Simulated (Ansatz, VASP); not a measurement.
Given: the input of a run of VASP 6.6.1 on Ir.

File INCAR:

```
SYSTEM = Ir
  PREC = Accurate
  ENCUT = 520
  EDIFF = 1E-6
  ISMEAR = -1
  SIGMA = 0.05
  LREAL = .False.
  LASPH = .True.
  NELM = 60
  ALGO = Fast
  ISIF = 2
  LWAVE = .False.
  LCHARG = .False.
  NBANDS = 16
```

File KPOINTS:

```
regular mesh
0
Gamma
  11 11 6
  0 0 0
```

The input POSCAR:

```
Ir
1.0
    2.6952115654      0.0000000000      0.0000000000
   -1.3476057827      2.3341216842      0.0000000000
    0.0000000000      0.0000000000      4.3711972971
Ir
2
Direct
    0.3333333333      0.6666666667      0.2500000000
    0.6666666667      0.3333333333      0.7500000000
```

Potentials or basis: VASP PAW LDA potentials, release 64 (Ir).

Launch:

```sh
$ cat potpaw_LDA.64/Ir/POTCAR > POTCAR
$ mpirun -np 1 vasp_std > vasp.out
```

Problem. Set up the same calculation for Ansatz 0.2.0. Potentials there: Ansatz PAW.

Solution. As run (the cutoff follows the program's own potentials):

input.yaml

```yaml
crystal:
  lattice:
    - [2.6952115654, 0.0, 0.0]
    - [-1.3476057827, 2.3341216842, 0.0]
    - [0.0, 0.0, 4.3711972971]
  atoms:
    - { symbol: Ir, position: [0.3333333333, 0.6666666667, 0.25] }
    - { symbol: Ir, position: [0.6666666667, 0.3333333333, 0.75] }
hamiltonian:
  xc: lda
  pseudopotentials: { kind: paw }
kpoints:
  mp_grid: { grid: [11, 11, 6] }
scf:
  occupations: { method: fermi_dirac, width: 0.05 }
output:
  forces: true
  stress: true
  eigenvalues: true
```

Potentials or basis: Ansatz PAW.

Run with:

```console
$ ansatz run input.yaml --threads 1 --pin off --max-ram 3584MiB --backend cpu --events-out ev --progress --plain --runs-dir out
```

Both were run:

|  | VASP | Ansatz | Ansatz less VASP |
| --- | --- | --- | --- |
| gap on the k mesh at the Fermi level (eV) | none | none | - |
| pressure (GPa) | 7.4 | 4.7 | -2.68 |

LDA's correlation is that of Perdew and Zunger in VASP and of Perdew and Wang (1992) in Ansatz. A gap of «none» marks a metal or a gap that the smearing closes. VASP's potentials hold 18 valence electrons a cell and Ansatz's 34, so a difference there can come from the potentials and not from the codes.

Spin-orbit coupling is off throughout.
